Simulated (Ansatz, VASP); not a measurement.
## TaN in VASP and in Ansatz

The input INCAR:

```
SYSTEM = TaN
PREC     = Accurate       ! precision mode
ENCUT    = 520            ! plane-wave cutoff, eV
EDIFF    = 1E-8           ! SCF threshold, eV
ISMEAR   = -1             ! smearing method
SIGMA    = 0.01           ! smearing width, eV
LREAL    = .FALSE.        ! projectors in reciprocal space
LASPH    = .TRUE.         ! aspherical terms in the spheres
NELM     = 60             ! most SCF steps
ALGO     = Normal         ! electronic algorithm
ISIF     = 2              ! what is computed and relaxed
LWAVE    = .FALSE.        ! write WAVECAR
LCHARG   = .FALSE.        ! write CHGCAR
GGA      = PS             ! functional
LEFG     = .TRUE.       
NBANDS   = 24             ! bands
```

Contents of KPOINTS:

```
regular mesh
0
G
  9 9 5
  0 0 0
```

Contents of POSCAR:

```
TaN
1.0
    3.1089620182      0.0000000000      0.0000000000
   -1.5544810091      2.6924400871      0.0000000000
    0.0000000000      0.0000000000      4.9180000000
Ta N
2 2
Direct
    0.0000000000      0.0000000000      0.0000000000
    0.0000000000      0.0000000000      0.5000000000
    0.3333333333      0.6666666667      0.2500000000
    0.6666666667      0.3333333333      0.7500000000
```

Input for Ansatz:

```yaml
crystal:
  lattice:
    - [3.1089620182, 0.0, 0.0]
    - [-1.5544810091, 2.6924400871, 0.0]
    - [0.0, 0.0, 4.918]
  atoms:
    - { symbol: Ta, position: [0.0, 0.0, 0.0] }
    - { symbol: Ta, position: [0.0, 0.0, 0.5] }
    - { symbol: "N", position: [0.3333333333, 0.6666666667, 0.25] }
    - { symbol: "N", position: [0.6666666667, 0.3333333333, 0.75] }
kpoints:
  mp_grid: { grid: [9, 9, 5] }
scf:
  occupations: { method: fermi_dirac, width: 0.01 }
hamiltonian:
  xc: pbesol
  pseudopotentials: { kind: paw }
output:
  forces: true
  stress: true
  eigenvalues: true
  efg: { contact_densities: true }
  write_density: true
  write_potential: true
  elf: true
  volumetric_format: npy
```

Change from the starting cell: equal xx and yy strain of +2 %, PAW files.

Alike in both runs: task electric field gradients; functional PBEsol; k mesh 9 × 9 × 5; occupations fermi-dirac, width 0.01 eV; no spin polarisation.

```csv
,VASP,Ansatz
version,VASP 6.6.1,Ansatz 0.2.0
potentials or method,"VASP PAW PBE potentials, release 64 (Ta_pv, N)","PAW with Ansatz's default frozen-core files, scalar-relativistic"
plane-wave cutoff (eV),520,420
valence electrons in the cell,32,36
```

```tsv
	VASP	Ansatz	Ansatz less VASP
pressure (GPa)	33.2	31.9	-1.31
traceless stress, the component that is largest in VASP (GPa)	51.85	51.32	-0.526
size of Vzz on the site where it differs most (V/Å²)	175.0	207.9	+32.93
```

VASP's potentials were made for PBE, not for PBEsol. Both programs put the cell under a high pressure, so it lies far from rest at this level. VASP's potentials hold 32 valence electrons a cell and Ansatz's 36, so a difference there can come from the potentials and not from the codes.

Spin-orbit coupling is off throughout.
